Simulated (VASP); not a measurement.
Write the native input for VASP 6.6.1 that does the following.

| Item | Value |
| --- | --- |
| Task | single point |
| Functional | PBE |
| Potentials or basis | VASP PAW PBE potentials, release 64 (Ba_sv, Ti_sv, O) |
| Cutoff | 520 eV |
| k mesh | 8 × 8 × 8 |
| Occupations | gaussian, width 0.02 eV |
| Spin | no spin polarisation |
| Dipole correction | no |
| Further INCAR settings | ALGO = Normal; EDIFF = 1e-07; NBANDS = 28 |

The structure of BaTiO3 lies in POSCAR:

```
BaTiO3
1.0
    4.1398284613      0.0000000000      0.0000000000
    0.0000000000      3.9891065513      0.0000000000
    0.0000000000      0.0000000000      3.9891065513
Ba Ti O
1 1 3
Direct
    0.5000000000      0.5000000000      0.5000000000
    0.0000000000      0.0000000000      0.0000000000
    0.5000000000      0.0000000000      0.0000000000
    0.0000000000      0.5000000000      0.0000000000
    0.0000000000      0.0000000000      0.5000000000
```

This cell differs from its parent crystal: uniaxial strain along a: +3.0 %.

The input as run:

INCAR

```
PREC = Accurate
ENCUT = 520
EDIFF = 1E-7
ISMEAR = 0
SIGMA = 0.02
LREAL = F
LASPH = T
NELM = 60
ALGO = Normal
ISIF = 2
LWAVE = F
LCHARG = T
GGA = PE
LELF = T
LVHAR = T
NBANDS = 28
```

KPOINTS

```
regular mesh
0
Gamma
  8 8 8
```

Potentials or basis: VASP PAW PBE potentials, release 64 (Ba_sv, Ti_sv, O).

The run is started by

```bash
$ cat potpaw_PBE.64/Ba_sv/POTCAR potpaw_PBE.64/Ti_sv/POTCAR potpaw_PBE.64/O/POTCAR > POTCAR
$ mpirun -np 1 vasp_std > vasp.out
```

It gave:

The pressure is -0.4 GPa. The band gap on the k mesh is 1.62 eV, indirect (least direct gap 1.83 eV).

Caveat: the cell differs from its parent crystal (uniaxial strain along a: +3.0 %); spin-orbit coupling is left out, which moves the levels of the heavy elements.

It took 78 s on 1 thread of AMD EPYC 9R45 96-Core Processor (Zen 5) (shared host), peak memory 0.24 GiB.
